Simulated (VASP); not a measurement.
Wanted: the native input for a VASP 6.6.1 run.

```
Task                   : single point
Functional             : PBE
Potentials or basis    : VASP PAW PBE potentials, release 64 (Ir)
Cutoff                 : 520 eV
k mesh                 : 4 × 4 × 4
Occupations            : gaussian, width 0.1 eV
Spin                   : no spin polarisation
Dipole correction      : no
Further INCAR settings : ALGO = Normal; EDIFF = 1e-06; NBANDS = 46
```

The structure of Ir lies in POSCAR:

```
Ir
1.0
    4.7622747297     -3.3658586640      0.0000000000
    4.7622747297      3.3658586640      0.0000000000
   -1.9649492099      0.0000000000      3.9757644435
Ir
8
Direct
    0.8260000000      0.8260000000      0.1740000000
    0.1740000000      0.1740000000      0.8260000000
    0.2480000000      0.2480000000      0.1860000000
    0.7520000000      0.7520000000      0.8140000000
    0.7691000000      0.3029000000      0.1810000000
    0.6971000000      0.2309000000      0.8190000000
    0.2309000000      0.6971000000      0.8190000000
    0.3029000000      0.7691000000      0.1810000000
```

The input as run:

INCAR

```
  PREC = Accurate
  ENCUT = 520
  EDIFF = 1E-6
  ISMEAR = 0
  SIGMA = 0.1
  LREAL = False
  LASPH = True
  NELM = 100
  ALGO = Normal
  ISIF = 2
  LWAVE = False
  LCHARG = False
  GGA = PE
  NBANDS = 46
```

KPOINTS

```
regular mesh
0
Gamma
  4 4 4
```

Potentials or basis: VASP PAW PBE potentials, release 64 (Ir).

Launch:

```sh
$ cat potpaw_PBE.64/Ir/POTCAR > POTCAR
$ mpirun -np 1 vasp_std > vasp.out
```

Results of the run:

| Item | Value |
| --- | --- |
| Pressure | 219.1 GPa |
| Largest force | 91.051 eV/Å |
| Band gap on the k mesh | zero (band 36 reaches 9.80 eV, above the bottom of band 37 at 8.94 eV) |

Caveat: the k points lie up to 0.40 Å⁻¹ apart; spin-orbit coupling is left out, which moves the levels of the heavy elements; forces of over 1 eV/Å act on the atoms, so gaps and moduli don't describe the material at rest.

Wall time 2.6 min on 1 thread of Intel(R) Xeon(R) Platinum 8259CL CPU @ 2.50GHz (Skylake/Cascade Lake), on a shared host, peak memory 0.31 GiB.
